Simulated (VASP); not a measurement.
# ZrSi3 (P6/mmm) in VASP: notebook

The runs below take ZrSi3 through single point, relaxation of cell and atoms, with PBE.

All numbers are computed with VASP 6.6.1; they aren't measurements. Logs are shortened: lines on timing, memory, paths and dates and some standing lists are left out, and cuts for length are marked.

## (1) The cell of the first run

Symmetry: P6/mmm, No. 191, hexagonal system. The conventional cell has a = 5.089 Å, b = 5.089 Å, c = 2.823 Å, α = 90.00°, β = 90.00°, γ = 120.00°. Within 3.7 Å of Zr (site symmetry 6/mmm) lie 2 Zr at 2.82 Å and 12 Si at 2.91 Å. Within 3.4 Å of Si (site symmetry mmm) lie 6 Si at 2.54 to 2.82 Å and 4 Zr at 2.91 Å.

## (2) Single point, PBE

The input, INCAR:

```
SYSTEM = ZrSi3
PREC     = Accurate       ! precision mode
ENCUT    = 520            ! plane-wave cutoff, eV
EDIFF    = 1E-6           ! SCF threshold, eV
ISMEAR   = 0              ! smearing method
SIGMA    = 0.1            ! smearing width, eV
LREAL    = .FALSE.        ! projectors in reciprocal space
LASPH    = .TRUE.         ! aspherical terms in the spheres
NELM     = 60             ! most SCF steps
ALGO     = Normal         ! electronic algorithm
ISIF     = 2              ! what is computed and relaxed
LWAVE    = .FALSE.        ! write WAVECAR
LCHARG   = .FALSE.        ! write CHGCAR
GGA      = PE             ! functional
NBANDS   = 20             ! bands
```

The input, KPOINTS:

```
Automatic mesh
0
G
  6 6 4
  0 0 0
```

The input, POSCAR:

```
ZrSi3
1.0
    5.0890729514     -0.0000000038      0.0000000000
   -2.5445364725      4.4072664595      0.0000000000
    0.0000000000      0.0000000000      2.8230351574
Zr Si
1 3
Direct
    0.0000000000      0.0000000000      0.5000000000
    0.5000000000      0.0000000000      0.0000000000
    0.0000000000      0.5000000000      0.0000000000
    0.5000000000      0.5000000000      0.0000000000
```

Potentials or basis: VASP PAW PBE potentials, release 64 (Zr_sv, Si).

Command:

```console
> cat potpaw_PBE.64/Zr_sv/POTCAR potpaw_PBE.64/Si/POTCAR > POTCAR
> mpirun -np 1 vasp_std > vasp.out
```

OUTCAR:

```text
SYSTEM = ZrSi3
   PREC = Accurate
   ENCUT = 520
   EDIFF = 1E-6
   ISMEAR = 0
   LREAL = .FALSE.
   LASPH = .TRUE.
   NELM = 60
   ISIF = 2
   GGA = PE

 ion  position               nearest neighbor table
   1  0.000  0.000  0.500-   4 2.91   4 2.91   4 2.91   4 2.91   2 2.91   2 2.91   2 2.91   2 2.91
                             3 2.91   3 2.91   3 2.91   3 2.91
   2  0.500  0.000  0.000-   3 2.54   3 2.54   4 2.54   4 2.54   1 2.91   1 2.91   1 2.91   1 2.91

   3  0.000  0.500  0.000-   2 2.54   2 2.54   4 2.54   4 2.54   1 2.91   1 2.91   1 2.91   1 2.91

   4  0.500  0.500  0.000-   3 2.54   3 2.54   2 2.54   2 2.54   1 2.91   1 2.91   1 2.91   1 2.91

  LATTYP: Found a hexagonal cell.
 ALAT       =     5.0890729514
 C/A-ratio  =     0.5547248358

  Lattice vectors:

 A1 = (   5.0890729514,  -0.0000000038,   0.0000000000)
 A2 = (  -2.5445364725,   4.4072664595,   0.0000000000)
 A3 = (   0.0000000000,   0.0000000000,   2.8230351574)

Analysis of symmetry for initial positions (statically):
=====================================================================
 Subroutine PRICEL returns:
 Original cell was already a primitive cell.

 Routine SETGRP: Setting up the symmetry group for a
 hexagonal supercell.

 Subroutine GETGRP returns: Found 24 space group operations
 (whereof 24 operations were pure point group operations)
 out of a pool of 24 trial point group operations.

The static configuration has the point symmetry D_6h.

Analysis of symmetry for dynamics (positions and initial velocities):
=====================================================================
 Subroutine PRICEL returns:
 Original cell was already a primitive cell.

 Routine SETGRP: Setting up the symmetry group for a
 hexagonal supercell.

 Subroutine GETGRP returns: Found 24 space group operations
 (whereof 24 operations were pure point group operations)
 out of a pool of 24 trial point group operations.

The dynamic configuration has the point symmetry D_6h.

 Subroutine INISYM returns: Found 24 space group operations
 (whereof 24 operations are pure point group operations),
 and found     1 'primitive' translations

----------------------------------------------------------------------------------------

                                     Primitive cell

  volume of cell :      63.3176

  direct lattice vectors                    reciprocal lattice vectors
     5.089072951 -0.000000004  0.000000000     0.196499443  0.113449006  0.000000000
    -2.544536472  4.407266459  0.000000000     0.000000000  0.226898013  0.000000000
     0.000000000  0.000000000  2.823035157     0.000000000  0.000000000  0.354228674

  length of vectors
     5.089072951  5.089072951  2.823035157     0.226898013  0.226898013  0.354228674

  position of ions in fractional coordinates (direct lattice)
     0.000000000  0.000000000  0.500000000
     0.500000000  0.000000000  0.000000000
     0.000000000  0.500000000  0.000000000
     0.500000000  0.500000000  0.000000000

  ion indices of the primitive-cell ions
   primitive index   ion index
                 1           1
                 2           2
                 3           3
                 4           4

----------------------------------------------------------------------------------------

 KPOINTS: Automatic mesh

Automatic generation of k-mesh.
 Grid dimensions read from file:
 generate k-points for:    6    6    4

 Generating k-lattice:

  Cartesian coordinates                     Fractional coordinates (reciprocal lattice)
     0.032749907  0.018908168  0.000000000     0.166666667 -0.000000000  0.000000000
     0.000000000  0.037816335  0.000000000     0.000000000  0.166666667  0.000000000
     0.000000000  0.000000000  0.088557168     0.000000000  0.000000000  0.250000000

  Length of vectors
     0.037816335  0.037816335  0.088557168

  Shift w.r.t. Gamma in fractional coordinates (k-lattice)
     0.000000000  0.000000000  0.000000000

 Subroutine IBZKPT returns following result:
 ===========================================

 Found     21 irreducible k-points:

 Following reciprocal coordinates:
            Coordinates               Weight
  0.000000  0.000000  0.000000      1.000000
  0.166667 -0.000000  0.000000      6.000000
  0.333333 -0.000000  0.000000      6.000000
  0.500000  0.000000  0.000000      3.000000
  0.166667  0.166667  0.000000      6.000000
  0.333333  0.166667  0.000000     12.000000
[... 13 lines left out ...]
  0.333333  0.166667  0.500000     12.000000
  0.333333  0.333333  0.500000      2.000000
   k-points           NKPTS =     21   k-points in BZ     NKDIM =     21   number of bands    NBANDS=     20
   number of dos      NEDOS =    301   number of ions     NIONS =      4
   total plane-waves  NPLWV =  38400
   dimension x,y,z NGX =    40 NGY =   40 NGZ =   24
   dimension x,y,z NGXF=    80 NGYF=   80 NGZF=   48
   ions per type =               1   3
   NGX,Y,Z   is equivalent  to a cutoff of  13.07, 13.07, 14.13 a.u.
   NGXF,Y,Z  is equivalent  to a cutoff of  26.13, 26.13, 28.27 a.u.
 SYSTEM =  ZrSi3
   PREC   = accura    normal or accurate (medium, high low for compatibility)
   ISTART =      0    job   : 0-new  1-cont  2-samecut
   ICHARG =      2    charge: 1-file 2-atom 10-const
   ISPIN  =      1    spin polarized calculation?
   LNONCOLLINEAR =      F non collinear calculations
   LSORBIT =      F    spin-orbit coupling
   LASPH  =      T    aspherical Exc in radial PAW
   ENCUT  =  520.0 eV  38.22 Ry    6.18 a.u.   9.46  9.46  5.25*2*pi/ulx,y,z
   NELM   =     60;   NELMIN=  2; NELMDL= -5     # of ELM steps
   EDIFF  = 0.1E-05   stopping-criterion for ELM
   LREAL  =      F    real-space projection
   EDIFFG = 0.1E-04   stopping-criterion for IOM
   NSW    =      0    number of steps for IOM
   IBRION =     -1    ionic relax: 0-MD 1-quasi-New 2-CG
   NFREE  =      0    steps in history (QN), initial steepest desc. (CG)
   ISIF   =      2    stress and relaxation
   ISYM   =      2    0-nonsym 1-usesym 2-fastsym
   POTIM  = 0.5000    time-step for ionic-motion
   TEBEG  =    0.0;   TEEND  =   0.0 temperature during run
   PSTRESS=    0.0 pullay stress
   NELECT =      24.0000    total number of electrons
   NUPDOWN=      -1.0000    fix difference up-down
   EMIN   =  10.00;   EMAX   =-10.00  energy-range for DOS
   EFERMI =   0.00;   METHOD = LEGACY
   ISMEAR =     0;   SIGMA  =   0.10  broadening in eV -4-tet -1-fermi 0-gaus
   EFERMI_NEDOS =   21; number of points for ismear=-14 and -15
   IALGO  =     38    algorithm
   IMIX   =      4    mixing-type and parameters
     AMIX     =   0.40;   BMIX     =  1.00
     AMIX_MAG =   1.60;   BMIX_MAG =  1.00
  volume/ion in A,a.u.               =      15.83       106.82
  Fermi-wavevector in a.u.,A,eV,Ry     =   1.184778  2.238907 19.098498  1.403700
  Thomas-Fermi vector in A             =   2.320986
   LORBIT       =      0    0 simple, 1 ext, 2 COOP (PROOUT), +10 PAW based schemes
   GGA     = PE    functional components
   LHFCALC =     F    Hartree Fock is set to
   AEXX    =    0.0000 exact exchange contribution
   IVDW    =     0    specifies the selected vdW correction
   LEPSILON=     F    determine dielectric tensor
   LRPA    =     F    only Hartree local field effects (RPA)
 non-spin polarized calculation
 Gauss-broadening in eV      SIGMA  =   0.10
  energy-cutoff  :      520.00
  volume of cell :       63.32
 maximum number of plane-waves:      1739
 NGX is ok and might be reduce to    40
   NGX = 19   NGY = 19   NGZ = 11

 number of electron      24.0000001 magnetization

 Free energy of the ion-electron system (eV)
  ---------------------------------------------------
  ext. energy  EPLUGINS =         0.00000000
  ---------------------------------------------------
  free energy    TOTEN  =       -25.47805175 eV

  energy without entropy =      -25.45744700  energy(sigma->0) =      -25.46774937

 E-fermi :  10.6186     XC(G=0): -11.3482

 val. band max:       10.5819754146   @ k =   0.5000   0.0000   0.2500
 cond. band min:      10.6247641030   @ k =   0.3333   0.1667   0.5000
 fundamental gap:      0.0427886884
 Fermi energy:        10.6186275999

 k-point     1 :       0.0000    0.0000    0.0000
  band No.  band energies     occupation
      1     -38.6421      2.00000
      2     -16.8007      2.00000
      3     -16.8007      2.00000
      4     -15.9257      2.00000
      5      -2.5936      2.00000
      6       3.1988      2.00000
[... 12 lines left out ...]
     19      17.2784      0.00000
     20      18.6698      0.00000

 k-point     2 :       0.1667   -0.0000    0.0000
  band No.  band energies     occupation
      1     -38.6420      2.00000
      2     -16.8051      2.00000
      3     -16.8018      2.00000
      4     -15.9256      2.00000
      5      -2.3727      2.00000
      6       1.9052      2.00000
[... 12 lines left out ...]
     19      16.7208      0.00000
     20      17.4645      0.00000

 k-point     3 :       0.3333   -0.0000    0.0000
  band No.  band energies     occupation
      1     -38.6419      2.00000
      2     -16.8138      2.00000
      3     -16.8041      2.00000
      4     -15.9255      2.00000
      5      -1.7483      2.00000
      6       0.5491      2.00000
[... 12 lines left out ...]
     19      16.0870      0.00000
     20      17.0180      0.00000

 k-point     4 :       0.5000    0.0000    0.0000
  band No.  band energies     occupation
      1     -38.6418      2.00000
      2     -16.8182      2.00000
      3     -16.8053      2.00000
      4     -15.9255      2.00000
      5      -1.0453      2.00000
      6      -0.3839      2.00000
[... 12 lines left out ...]
     19      16.0962      0.00000
     20      17.2778      0.00000

 k-point     5 :       0.1667    0.1667    0.0000
  band No.  band energies     occupation
      1     -38.6419      2.00000
      2     -16.8108      2.00000
      3     -16.8044      2.00000
      4     -15.9256      2.00000
      5      -1.9494      2.00000
      6       0.9782      2.00000
[... 12 lines left out ...]
     19      16.0441      0.00000
     20      17.1356      0.00000

 k-point     6 :       0.3333    0.1667    0.0000
  band No.  band energies     occupation
      1     -38.6418      2.00000
      2     -16.8160      2.00000
      3     -16.8075      2.00000
      4     -15.9255      2.00000
      5      -1.2006      2.00000
      6      -0.0311      2.00000
[... 12 lines left out ...]
     19      16.3768      0.00000
     20      17.3697      0.00000

 k-point     7 :       0.3333    0.3333    0.0000
  band No.  band energies     occupation
      1     -38.6418      2.00000
      2     -16.8131      2.00000
      3     -16.8131      2.00000
      4     -15.9255      2.00000
      5      -0.5425      2.00000
      6      -0.5425      2.00000
[... 12 lines left out ...]
     19      17.3036      0.00000
     20      17.3037      0.00000
[... 208 lines left out ...]
 k-point    17 :       0.3333   -0.0000    0.5000
  band No.  band energies     occupation
      1     -38.4445      2.00000
      2     -17.4496      2.00000
      3     -16.5876      2.00000
      4     -16.5836      2.00000
      5       1.0103      2.00000
      6       3.4516      2.00000
[... 12 lines left out ...]
     19      15.7056      0.00000
     20      16.6855      0.00000

 k-point    18 :       0.5000    0.0000    0.5000
  band No.  band energies     occupation
      1     -38.4445      2.00000
      2     -17.4487      2.00000
      3     -16.5895      2.00000
      4     -16.5841      2.00000
      5       1.2015      2.00000
      6       2.9049      2.00000
[... 12 lines left out ...]
     19      14.8988      0.00000
     20      16.9260      0.00000

 k-point    19 :       0.1667    0.1667    0.5000
  band No.  band energies     occupation
      1     -38.4445      2.00000
      2     -17.4500      2.00000
      3     -16.5864      2.00000
      4     -16.5837      2.00000
      5       0.9469      2.00000
      6       3.5824      2.00000
[... 12 lines left out ...]
     19      14.7722      0.00000
     20      15.9807      0.00000

 k-point    20 :       0.3333    0.1667    0.5000
  band No.  band energies     occupation
      1     -38.4445      2.00000
      2     -17.4487      2.00000
      3     -16.5886      2.00000
      4     -16.5850      2.00000
      5       1.2656      2.00000
      6       2.6332      2.00000
[... 12 lines left out ...]
     19      15.3105      0.00000
     20      15.7030      0.00000

 k-point    21 :       0.3333    0.3333    0.5000
  band No.  band energies     occupation
      1     -38.4445      2.00000
      2     -17.4482      2.00000
      3     -16.5874      2.00000
      4     -16.5874      2.00000
      5       1.8057      2.00000
      6       1.8057      2.00000
[... 12 lines left out ...]
     19      15.2586      0.00000
     20      16.1596      0.00000

------------------------ aborting loop because EDIFF is reached ----------------------------------------

  FORCE on cell =-STRESS in cart. coord.  units (eV):
  Direction    XX          YY          ZZ          XY          YZ          ZX
  --------------------------------------------------------------------------------------
  -------------------------------------------------------------------------------------
  Total       -0.0023551     -0.0023551     -0.0339096      0.0000000     -0.0000000      0.0000000
  in kB       -0.0595939     -0.0595939     -0.8580422      0.0000000     -0.0000000      0.0000000
  external PRESSURE =      -0.3257433 kB  Pullay stress =       0.0000000 kB

 VOLUME and BASIS-vectors are now :
 -----------------------------------------------------------------------------
  energy-cutoff  :      520.00
  volume of cell :       63.32
      direct lattice vectors                 reciprocal lattice vectors
     5.089072951 -0.000000004  0.000000000     0.196499443  0.113449006  0.000000000
    -2.544536472  4.407266459  0.000000000     0.000000000  0.226898013  0.000000000
     0.000000000  0.000000000  2.823035157     0.000000000  0.000000000  0.354228674

 POSITION                                       TOTAL-FORCE (eV/Angst)
 -----------------------------------------------------------------------------------
      0.00000      0.00000      1.41152         0.000000      0.000000      0.000000
      2.54454     -0.00000      0.00000        -0.000000      0.000000      0.000000
     -1.27227      2.20363      0.00000        -0.000000      0.000000      0.000000
      1.27227      2.20363      0.00000         0.000000      0.000000      0.000000
 -----------------------------------------------------------------------------------
    total drift:                                0.000000     -0.000000      0.000000

  FREE ENERGIE OF THE ION-ELECTRON SYSTEM (eV)
  ---------------------------------------------------
  free  energy   TOTEN  =       -25.4780517488 eV

  energy  without entropy=      -25.4574469962  energy(sigma->0) =      -25.46774937
```

Run time: 43 s. Hardware: 1 thread of AMD EPYC 7R13, shared host; peak memory 0.16 GiB.

Results:

| Property | Result |
| --- | --- |
| Free energy | -25.4781 eV |
| Pressure | 0.0 GPa |
| Band gap on the k mesh | zero (band 12 reaches 12.79 eV, above the bottom of band 13 at 7.67 eV) |

Stress tensor (GPa, compression positive):
```
-0.01  0.00  0.00
 0.00 -0.01  0.00
 0.00  0.00 -0.09
```

Levels at points of the mesh, in eV from the Fermi level:
```csv
k point,band 9,band 10,band 11,band 12,band 13,band 14,band 15,band 16
"(0.00, 0.00, 0.00)",-4.33,-4.33,-2.92,1.87,2.96,2.96,3.01,3.01
"(0.50, 0.00, 0.00)",-3.16,-2.10,-0.23,-0.19,0.02,2.01,2.77,3.45
"(0.00, 0.00, 0.50)",-4.54,-3.24,-3.24,-2.95,-2.95,1.12,3.16,3.16
"(0.50, 0.00, 0.50)",-5.14,-3.28,-1.97,-0.80,-0.52,0.32,0.97,1.05
```

Caveat: the k points lie up to 0.56 Å⁻¹ apart.

## (3) Single point, PBE

This run uses another cell than the first one, of 18.79 Å³/atom, 1.187 times its volume.

The input, INCAR:

```
  PREC = Accurate
  ENCUT = 520
  EDIFF = 1E-6
  ISMEAR = 0
  SIGMA = 0.1
  LREAL = F
  LASPH = T
  NELM = 100
  ALGO = Normal
  ISIF = 2
  LWAVE = F
  LCHARG = F
  GGA = PE
  NBANDS = 20
```

The input, KPOINTS:

```
regular mesh
0
Gamma
  6 6 4
```

The input, POSCAR:

```
ZrSi3
1.0
    3.9127698900      0.0000000000      0.0000000000
   -1.9563849400      3.3885581200      0.0000000000
    0.0000000000      0.0000000000      5.6684431600
Zr Si
1 3
Direct
    0.0000000000      0.0000000000      0.5000000000
    0.5000000000      0.0000000000      0.0000000000
    0.0000000000      0.5000000000      0.0000000000
    0.5000000000      0.5000000000      0.0000000000
```

Potentials or basis: VASP PAW PBE potentials, release 64 (Zr_sv, Si).

Command:

```console
> cat potpaw_PBE.64/Zr_sv/POTCAR potpaw_PBE.64/Si/POTCAR > POTCAR
> mpirun -np 1 vasp_std > vasp.out
```

Run time: 56 s. Hardware: 1 thread of AMD EPYC 7R13, shared host; peak memory 0.16 GiB.

It converged, with:

| Item | Value |
| --- | --- |
| Free energy | -14.3538 eV |
| Pressure | 47.2 GPa |
| Band gap on the k mesh | zero (band 12 reaches 8.19 eV, above the bottom of band 13 at 7.50 eV) |

Stress tensor (GPa, compression positive):
```
 80.99   0.00   0.00
  0.00  80.99   0.00
  0.00   0.00 -20.24
```

Levels at points of the mesh, in eV from the Fermi level:
```tsv
k point	band 8	band 9	band 10	band 11	band 12	band 13	band 14	band 15	band 16	band 17
(0.00, 0.00, 0.00)	-2.87	-2.85	-2.85	-1.72	-1.72	-0.50	1.06	1.06	1.12	1.12
(0.50, 0.00, 0.00)	-5.04	-4.46	-2.48	-1.02	0.19	0.64	1.87	2.25	2.30	3.44
(0.00, 0.00, 0.50)	-3.03	-3.03	-1.49	-1.49	-1.18	0.42	0.42	0.62	2.01	2.01
(0.50, 0.00, 0.50)	-5.15	-4.25	-3.61	-0.42	-0.26	1.68	2.28	2.36	2.52	3.53
```

## (4) Single point, PBE

This run uses another cell than the first one, of 16.14 Å³/atom, 1.020 times its volume.

INCAR is that of step 3.

The input, KPOINTS:

```
regular mesh
0
Gamma
  6 6 6
```

The input, POSCAR:

```
ZrSi3
1.0
    4.9909277861      0.0000000000      0.0000000000
   -2.4954638930      4.3222702512      0.0000000000
    0.0000000000      0.0000000000      2.9928981623
Zr Si
1 3
Direct
    0.0000000000      0.0000000000      0.5000000000
    0.5000000000      0.0000000000      0.0000000000
    0.0000000000      0.5000000000      0.0000000000
    0.5000000000      0.5000000000      0.0000000000
```

Command:

```console
> cat potpaw_PBE.64/Zr_sv/POTCAR potpaw_PBE.64/Si/POTCAR > POTCAR
> mpirun -np 1 vasp_std > vasp.out
```

It took 55 s on 1 thread of AMD EPYC 7R13, shared host; peak memory 0.17 GiB.

It converged, with:

| Quantity | Value |
| --- | --- |
| Free energy | -25.3680 eV |
| Pressure | 0.0 GPa |
| Band gap on the k mesh | zero (band 12 reaches 12.20 eV, above the bottom of band 13 at 7.63 eV) |

Stress tensor (GPa, compression positive):
```
 0.03  0.00  0.00
 0.00  0.03  0.00
 0.00  0.00 -0.14
```

Levels at points of the mesh, in eV from the Fermi level:
```tsv
k point	band 9	band 10	band 11	band 12	band 13	band 14	band 15	band 16
(0.00, 0.00, 0.00)	-4.15	-4.15	-2.71	1.87	2.02	2.21	2.21	3.39
(0.50, 0.00, 0.00)	-2.75	-1.62	0.16	0.21	0.62	0.81	1.93	3.95
(0.00, 0.00, 0.50)	-4.99	-3.48	-3.48	-2.70	-2.70	1.30	3.03	3.39
(0.50, 0.00, 0.50)	-4.99	-3.70	-1.52	-0.57	-0.46	0.32	0.94	1.19
```

(Part 1 of 2 ends here.)
